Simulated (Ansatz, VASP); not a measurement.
# One calculation of ZnAu, two programs

POSCAR

```
ZnAu
1.0
    3.3043500000      0.0000000000      0.0000000000
    0.0000000000      3.3043500000      0.0000000000
    0.0000000000      0.0000000000      2.9896500000
Zn Au
1 1
Direct
    0.5000000000      0.5000000000      0.5000000000
    0.0000000000      0.0000000000      0.0000000000
```

The input INCAR.step1:

```
SYSTEM = ZnAu
ALGO     = Normal         ! electronic algorithm
EDIFF    = 1E-4           ! SCF threshold, eV
ENCUT    = 520            ! plane-wave cutoff, eV
GGA      = PE             ! functional
ISMEAR   = 0              ! smearing method
LASPH    = .TRUE.         ! aspherical terms in the spheres
LCHARG   = .FALSE.        ! write CHGCAR
LREAL    = .FALSE.        ! projectors in reciprocal space
LWAVE    = .TRUE.         ! write WAVECAR
NBANDS   = 18             ! bands
NELM     = 80             ! most SCF steps
PREC     = Accurate       ! precision mode
SIGMA    = 0.15           ! smearing width, eV
```

Contents of INCAR.step2:

```
SYSTEM = ZnAu
ALGO     = Normal         ! electronic algorithm
EDIFF    = 1E-6           ! SCF threshold, eV
ENCUT    = 520            ! plane-wave cutoff, eV
ISIF     = 2              ! what is computed and relaxed
ISMEAR   = 0              ! smearing method
ISTART   = 1            
LASPH    = .TRUE.         ! aspherical terms in the spheres
LCHARG   = .FALSE.        ! write CHGCAR
LMIXTAU  = .TRUE.       
LREAL    = .FALSE.        ! projectors in reciprocal space
LWAVE    = .FALSE.        ! write WAVECAR
METAGGA  = R2SCAN         ! meta-GGA
NBANDS   = 18             ! bands
NELM     = 80             ! most SCF steps
PREC     = Accurate       ! precision mode
SIGMA    = 0.15           ! smearing width, eV
```

KPOINTS

```
k-points
0
G
  16 16 16
  0 0 0
```

Input for Ansatz:

```yaml
crystal:
  lattice:
    - [3.30435, 0.0, 0.0]
    - [0.0, 3.30435, 0.0]
    - [0.0, 0.0, 2.98965]
  atoms:
    - { symbol: Zn, position: [0.5, 0.5, 0.5] }
    - { symbol: Au, position: [0.0, 0.0, 0.0] }
basis:
  ecutwfc: 500
kpoints:
  mp_grid: { grid: [16, 16, 16] }
hamiltonian:
  xc: r2scan
scf:
  occupations: { method: gaussian, width: 0.15 }
output:
  forces: true
  stress: true
  eigenvalues: true
```

Change from the starting cell: strain +0.050 along x and y, -0.050 along z, atoms carried along.

Alike in both runs: task single point; functional r2SCAN; k mesh 16 × 16 × 16; occupations gaussian, width 0.15 eV; no spin polarisation.

|  | VASP | Ansatz |
| --- | --- | --- |
| version | VASP 6.6.1 | Ansatz 0.2.0 |
| potentials or method | VASP PAW PBE potentials, release 64 (Zn, Au), cutoff 520 eV | scalar-relativistic, plane waves, PAW |
| valence electrons in the cell | 23 | 31 |

Ansatz gave:

| Property | Result |
| --- | --- |
| gap on the k mesh at the Fermi level (eV) | none |
| pressure (GPa) | -5.0 |
| traceless stress, the component that is largest in VASP (GPa) | 0.96 |

**Question.** Which values does VASP return?

**Answer.** gap on the k mesh at the Fermi level (eV): none; pressure (GPa): -4.7; traceless stress, the component that is largest in VASP (GPa): 0.94.

VASP's potentials were made for PBE, not for r2SCAN. A gap of «none» marks a metal or a gap that the smearing closes. With one functional, cell and mesh, what is left measures potentials, basis and numerics. VASP's potentials hold 23 valence electrons a cell and Ansatz's 31, so a difference there can come from the potentials and not from the codes.

Spin-orbit coupling is off throughout.
